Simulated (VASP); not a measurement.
# SrCl2 (I4/mmm) in VASP: further runs

Runs on SrCl2. Level: LDA. Tasks: single point.

Everything below comes from runs of VASP 6.6.1. Logs are shortened: lines on timing, memory, paths and dates and some standing lists are left out, and cuts for length are marked.

### Step 1. The cell of the first run

Symmetry: I4/mmm, No. 139, tetragonal system. Conventional cell: a = 4.535 Å, b = 4.535 Å, c = 6.692 Å, α = 90.00°, β = 90.00°, γ = 90.00°. Within 3.7 Å of Sr (site symmetry 4/mmm) lie 8 Cl at 2.82 Å. Cl (site symmetry -4m2) has 4 Sr at 2.82 Å and 6 Cl at 3.21 to 3.35 Å within 3.7 Å.

### Step 2. Single point, LDA (strain -0.080 along x and y, -0.040 along z)

Contents of INCAR:

```
  PREC = Accurate
  ENCUT = 520
  EDIFF = 1E-6
  ISMEAR = 0
  SIGMA = 0.05
  LREAL = F
  LASPH = T
  NELM = 100
  ALGO = Normal
  ISIF = 2
  LWAVE = F
  LCHARG = F
  NBANDS = 19
```

Contents of KPOINTS:

```
regular mesh
0
Gamma
  6 6 6
```

Contents of POSCAR:

```
SrCl2
1.0
    0.0000000000      3.2066600000      3.3460800000
    3.2066600000      0.0000000000      3.3460800000
    3.2066600000      3.2066600000      0.0000000000
Sr Cl
1 2
Direct
    0.0000000000      0.0000000000      0.0000000000
    0.2500000000      0.2500000000      0.2500000000
    0.7500000000      0.7500000000      0.7500000000
```

Potentials or basis: VASP PAW LDA potentials, release 64 (Sr_sv, Cl).

The run is started by

```sh
$ cat potpaw_LDA.64/Sr_sv/POTCAR potpaw_LDA.64/Cl/POTCAR > POTCAR
$ mpirun -np 1 vasp_std > vasp.out
```

OUTCAR:

```text
PREC = Accurate
   ENCUT = 520
   EDIFF = 1E-6
   ISMEAR = 0
   LREAL = F
   LASPH = T
   NELM = 100
   ISIF = 2

 ion  position               nearest neighbor table
   1  0.000  0.000  0.000-   3 2.82   3 2.82   2 2.82   3 2.82   2 2.82   2 2.82   3 2.82   2 2.82

   2  0.250  0.250  0.250-   1 2.82   1 2.82   1 2.82   1 2.82
   3  0.750  0.750  0.750-   1 2.82   1 2.82   1 2.82   1 2.82

  LATTYP: Found a body centered tetragonal cell.
 ALAT       =     4.5349020619
 C/A-ratio  =     1.4757011086

  Lattice vectors:

 A1 = (  -3.2066600000,   0.0000000000,   3.3460800000)
 A2 = (   3.2066600000,   0.0000000000,   3.3460800000)
 A3 = (   0.0000000000,   3.2066600000,  -3.3460800000)

Analysis of symmetry for initial positions (statically):
=====================================================================
 Subroutine PRICEL returns:
 Original cell was already a primitive cell.

 Routine SETGRP: Setting up the symmetry group for a
 body centered tetragonal supercell.

 Subroutine GETGRP returns: Found 16 space group operations
 (whereof 16 operations were pure point group operations)
 out of a pool of 16 trial point group operations.

The static configuration has the point symmetry D_4h.

Analysis of symmetry for dynamics (positions and initial velocities):
=====================================================================
 Subroutine PRICEL returns:
 Original cell was already a primitive cell.

 Routine SETGRP: Setting up the symmetry group for a
 body centered tetragonal supercell.

 Subroutine GETGRP returns: Found 16 space group operations
 (whereof 16 operations were pure point group operations)
 out of a pool of 16 trial point group operations.

The dynamic configuration has the point symmetry D_4h.

 Subroutine INISYM returns: Found 16 space group operations
 (whereof 16 operations are pure point group operations),
 and found     1 'primitive' translations

----------------------------------------------------------------------------------------

                                     Primitive cell

  volume of cell :      68.8133

  direct lattice vectors                    reciprocal lattice vectors
     0.000000000  3.206660000  3.346080000    -0.155925480  0.155925480  0.149428585
     3.206660000  0.000000000  3.346080000     0.155925480 -0.155925480  0.149428585
     3.206660000  3.206660000  0.000000000     0.155925480  0.155925480 -0.149428585

  length of vectors
     4.634535545  4.634535545  4.534902062     0.266372695  0.266372695  0.266372695

  position of ions in fractional coordinates (direct lattice)
     0.000000000  0.000000000  0.000000000
     0.250000000  0.250000000  0.250000000
     0.750000000  0.750000000  0.750000000

  ion indices of the primitive-cell ions
   primitive index   ion index
                 1           1
                 2           2
                 3           3

----------------------------------------------------------------------------------------

 KPOINTS: regular mesh

Automatic generation of k-mesh.
 Grid dimensions read from file:
 generate k-points for:    6    6    6

 Generating k-lattice:

  Cartesian coordinates                     Fractional coordinates (reciprocal lattice)
    -0.025987580  0.025987580  0.024904764     0.166666667  0.000000000  0.000000000
     0.025987580 -0.025987580  0.024904764     0.000000000  0.166666667  0.000000000
     0.025987580  0.025987580 -0.024904764    -0.000000000 -0.000000000  0.166666667

  Length of vectors
     0.044395449  0.044395449  0.044395449

  Shift w.r.t. Gamma in fractional coordinates (k-lattice)
     0.000000000  0.000000000  0.000000000

 Subroutine IBZKPT returns following result:
 ===========================================

 Found     30 irreducible k-points:

 Following reciprocal coordinates:
            Coordinates               Weight
  0.000000  0.000000  0.000000      1.000000
  0.166667  0.000000  0.000000      8.000000
  0.333333 -0.000000  0.000000      8.000000
  0.500000  0.000000  0.000000      4.000000
  0.166667  0.166667  0.000000      2.000000
  0.333333  0.166667  0.000000      8.000000
[... 16 lines left out ...]
  0.333333  0.000000  0.333333      4.000000
  0.500000  0.000000  0.333333     16.000000
 [... further k-points ...]
   k-points           NKPTS =     30   k-points in BZ     NKDIM =     30   number of bands    NBANDS=     19
   number of dos      NEDOS =    301   number of ions     NIONS =      3
   total plane-waves  NPLWV =  46656
   dimension x,y,z NGX =    36 NGY =   36 NGZ =   36
   dimension x,y,z NGXF=    72 NGYF=   72 NGZF=   72
   ions per type =               1   2
   NGX,Y,Z   is equivalent  to a cutoff of  12.91, 12.91, 13.20 a.u.
   NGXF,Y,Z  is equivalent  to a cutoff of  25.83, 25.83, 26.39 a.u.
 SYSTEM =  unknown system
   PREC   = accura    normal or accurate (medium, high low for compatibility)
   ISTART =      0    job   : 0-new  1-cont  2-samecut
   ICHARG =      2    charge: 1-file 2-atom 10-const
   ISPIN  =      1    spin polarized calculation?
   LNONCOLLINEAR =      F non collinear calculations
   LSORBIT =      F    spin-orbit coupling
   LASPH  =      T    aspherical Exc in radial PAW
   ENCUT  =  520.0 eV  38.22 Ry    6.18 a.u.   8.62  8.62  8.43*2*pi/ulx,y,z
   NELM   =    100;   NELMIN=  2; NELMDL= -5     # of ELM steps
   EDIFF  = 0.1E-05   stopping-criterion for ELM
   LREAL  =      F    real-space projection
   EDIFFG = 0.1E-04   stopping-criterion for IOM
   NSW    =      0    number of steps for IOM
   IBRION =     -1    ionic relax: 0-MD 1-quasi-New 2-CG
   NFREE  =      0    steps in history (QN), initial steepest desc. (CG)
   ISIF   =      2    stress and relaxation
   ISYM   =      2    0-nonsym 1-usesym 2-fastsym
   POTIM  = 0.5000    time-step for ionic-motion
   TEBEG  =    0.0;   TEEND  =   0.0 temperature during run
   PSTRESS=    0.0 pullay stress
   NELECT =      24.0000    total number of electrons
   NUPDOWN=      -1.0000    fix difference up-down
   EMIN   =  10.00;   EMAX   =-10.00  energy-range for DOS
   EFERMI =   0.00;   METHOD = LEGACY
   ISMEAR =     0;   SIGMA  =   0.05  broadening in eV -4-tet -1-fermi 0-gaus
   EFERMI_NEDOS =   21; number of points for ismear=-14 and -15
   IALGO  =     38    algorithm
   IMIX   =      4    mixing-type and parameters
     AMIX     =   0.40;   BMIX     =  1.00
     AMIX_MAG =   1.60;   BMIX_MAG =  1.00
  volume/ion in A,a.u.               =      22.94       154.79
  Fermi-wavevector in a.u.,A,eV,Ry     =   1.152359  2.177643 18.067607  1.327932
  Thomas-Fermi vector in A             =   2.289011
   LORBIT       =      0    0 simple, 1 ext, 2 COOP (PROOUT), +10 PAW based schemes
   GGA     = CA    functional components
   LHFCALC =     F    Hartree Fock is set to
   AEXX    =    0.0000 exact exchange contribution
   IVDW    =     0    specifies the selected vdW correction
   LEPSILON=     F    determine dielectric tensor
   LRPA    =     F    only Hartree local field effects (RPA)
 non-spin polarized calculation
 Gauss-broadening in eV      SIGMA  =   0.05
  energy-cutoff  :      520.00
  volume of cell :       68.81
 maximum number of plane-waves:      1869
 NGX is ok and might be reduce to    36
   NGX = 17   NGY = 17   NGZ = 17

 number of electron      24.0000003 magnetization

 Free energy of the ion-electron system (eV)
  ---------------------------------------------------
  ext. energy  EPLUGINS =         0.00000000
  ---------------------------------------------------
  free energy    TOTEN  =       -13.82657314 eV

  energy without entropy =      -13.82657314  energy(sigma->0) =      -13.82657314

 E-fermi :   1.9159     XC(G=0):  -9.7187

 val. band max:        1.6900435570   @ k =   0.5000   0.0000   0.5000
 cond. band min:       6.4729348141   @ k =   0.5000   0.5000   0.0000
 fundamental gap:      4.7828912571
 Fermi energy:         1.9159235319

 k-point     1 :       0.0000    0.0000    0.0000
  band No.  band energies     occupation
      1     -30.5926      2.00000
      2     -12.8172      2.00000
      3     -12.8101      2.00000
      4     -12.8101      2.00000
      5     -12.4433      2.00000
      6     -11.0195      2.00000
[... 11 lines left out ...]
     18      10.7066      0.00000
     19      11.9932      0.00000

 k-point     2 :       0.1667    0.0000    0.0000
  band No.  band energies     occupation
      1     -30.5894      2.00000
      2     -13.2486      2.00000
      3     -12.8264      2.00000
      4     -12.8191      2.00000
      5     -11.9262      2.00000
      6     -11.1075      2.00000
[... 11 lines left out ...]
     18      10.6168      0.00000
     19      12.2223      0.00000

 k-point     3 :       0.3333   -0.0000    0.0000
  band No.  band energies     occupation
      1     -30.5830      2.00000
      2     -13.6025      2.00000
      3     -12.8496      2.00000
      4     -12.8371      2.00000
      5     -11.7320      2.00000
      6     -10.9239      2.00000
[... 11 lines left out ...]
     18      10.7333      0.00000
     19      11.4845      0.00000

 k-point     4 :       0.5000    0.0000    0.0000
  band No.  band energies     occupation
      1     -30.5798      2.00000
      2     -13.7187      2.00000
      3     -12.8611      2.00000
      4     -12.8461      2.00000
      5     -11.8171      2.00000
      6     -10.6916      2.00000
[... 407 lines left out ...]
     18      12.1128      0.00000
     19      12.1528      0.00000

 k-point    23 :       0.3333    0.0000    0.3333
  band No.  band energies     occupation
      1     -30.5795      2.00000
      2     -13.7152      2.00000
      3     -12.8961      2.00000
      4     -12.8876      2.00000
      5     -11.4804      2.00000
      6     -10.9734      2.00000
[... 11 lines left out ...]
     18      10.2330      0.00000
     19      12.3442      0.00000

 k-point    24 :       0.5000    0.0000    0.3333
  band No.  band energies     occupation
      1     -30.5763      2.00000
      2     -13.7418      2.00000
      3     -13.0908      2.00000
      4     -12.9028      2.00000
      5     -11.4136      2.00000
      6     -10.7724      2.00000
[... 11 lines left out ...]
     18      11.2868      0.00000
     19      12.3051      0.00000

 [... further k-points ...]

------------------------ aborting loop because EDIFF is reached ----------------------------------------

  FORCE on cell =-STRESS in cart. coord.  units (eV):
  Direction    XX          YY          ZZ          XY          YZ          ZX
  --------------------------------------------------------------------------------------
  -------------------------------------------------------------------------------------
  Total        3.9809318      3.9809318      2.7317229      0.0000000      0.0000000      0.0000000
  in kB       92.6879276     92.6879276     63.6026314      0.0000000      0.0000000      0.0000000
  external PRESSURE =      82.9928289 kB  Pullay stress =       0.0000000 kB

 VOLUME and BASIS-vectors are now :
 -----------------------------------------------------------------------------
  energy-cutoff  :      520.00
  volume of cell :       68.81
      direct lattice vectors                 reciprocal lattice vectors
     0.000000000  3.206660000  3.346080000    -0.155925480  0.155925480  0.149428585
     3.206660000  0.000000000  3.346080000     0.155925480 -0.155925480  0.149428585
     3.206660000  3.206660000  0.000000000     0.155925480  0.155925480 -0.149428585

 POSITION                                       TOTAL-FORCE (eV/Angst)
 -----------------------------------------------------------------------------------
      0.00000      0.00000      0.00000         0.000000     -0.000000     -0.000000
      1.60333      1.60333      1.67304        -0.000000     -0.000000     -0.000000
      4.80999      4.80999      5.01912         0.000000      0.000000      0.000000
 -----------------------------------------------------------------------------------
    total drift:                                0.000000      0.000000      0.000000

  FREE ENERGIE OF THE ION-ELECTRON SYSTEM (eV)
  ---------------------------------------------------
  free  energy   TOTEN  =       -13.8265731428 eV

  energy  without entropy=      -13.8265731428  energy(sigma->0) =      -13.82657314
```

Wall time 13 s (1 thread of Intel Xeon 6975P-C (Granite Rapids), shared host); peak memory 0.19 GiB.

What came out:

```
Free energy            : -13.8266 eV
Pressure               : 8.3 GPa
Band gap on the k mesh : 4.78 eV (least direct gap 4.80 eV)
```

Stress tensor (GPa, compression positive):
```
9.27 0.00 0.00
0.00 9.27 0.00
0.00 0.00 6.36
```

Caveat: the cell differs from its parent crystal (strain -0.080 along x and y, -0.040 along z); the cell stands under pressure.

### Step 3. Single point, LDA (strain -0.040 along x and y, +0.000 along z)

Contents of INCAR:

```
PREC     = Accurate       # precision mode
ENCUT    = 520            # plane-wave cutoff, eV
EDIFF    = 1E-6           # SCF threshold, eV
ISMEAR   = 0              # smearing method
SIGMA    = 0.05           # smearing width, eV
LREAL    = F              # projectors in reciprocal space
LASPH    = T              # aspherical terms in the spheres
NELM     = 60             # most SCF steps
ALGO     = Normal         # electronic algorithm
ISIF     = 2              # what is computed and relaxed
LWAVE    = F              # write WAVECAR
LCHARG   = F              # write CHGCAR
NBANDS   = 19             # bands
```

KPOINTS is that of step 2.

Contents of POSCAR:

```
SrCl2
1.0
    0.0000000000      3.3460800000      3.4855000000
    3.3460800000      0.0000000000      3.4855000000
    3.3460800000      3.3460800000      0.0000000000
Sr Cl
1 2
Direct
    0.0000000000      0.0000000000      0.0000000000
    0.2500000000      0.2500000000      0.2500000000
    0.7500000000      0.7500000000      0.7500000000
```

Potentials or basis: VASP PAW LDA potentials, release 64 (Sr_sv, Cl).

The run is started by

```sh
$ cat potpaw_LDA.64/Sr_sv/POTCAR potpaw_LDA.64/Cl/POTCAR > POTCAR
$ mpirun -np 1 vasp_std > vasp.out
```

Run time: 14 s. Hardware: 1 thread of Intel Xeon 6975P-C (Granite Rapids), shared host; peak memory 0.19 GiB.

The run converged. Its results:

* Free energy: -14.0612 eV
* Pressure: 0.5 GPa
* Band gap on the k mesh: 4.97 eV

Stress tensor (GPa, compression positive):
```
 1.29  0.00  0.00
 0.00  1.29  0.00
 0.00  0.00 -1.00
```

Levels at points of the mesh, in eV from the valence-band top:
```
           k point  band 9  band 10  band 11  band 12  band 13  band 14  band 15  band 16
(0.00, 0.00, 0.00)   -2.52    -0.70    -0.37    -0.37     5.00     5.60     5.81     8.60
(0.50, 0.00, 0.00)   -1.82    -1.64    -1.30    -1.28     6.34     6.42     7.43     7.46
(0.50, 0.50, 0.00)   -2.24    -0.51    -0.51    -0.27     4.97     6.69     7.45     7.79
(0.50, 0.00, 0.50)   -2.14    -0.82    -0.42     0.00     4.97     7.04     7.44     8.02
```

Caveat: the cell differs from its parent crystal (strain -0.040 along x and y, +0.000 along z). A k mesh can miss the band edges.
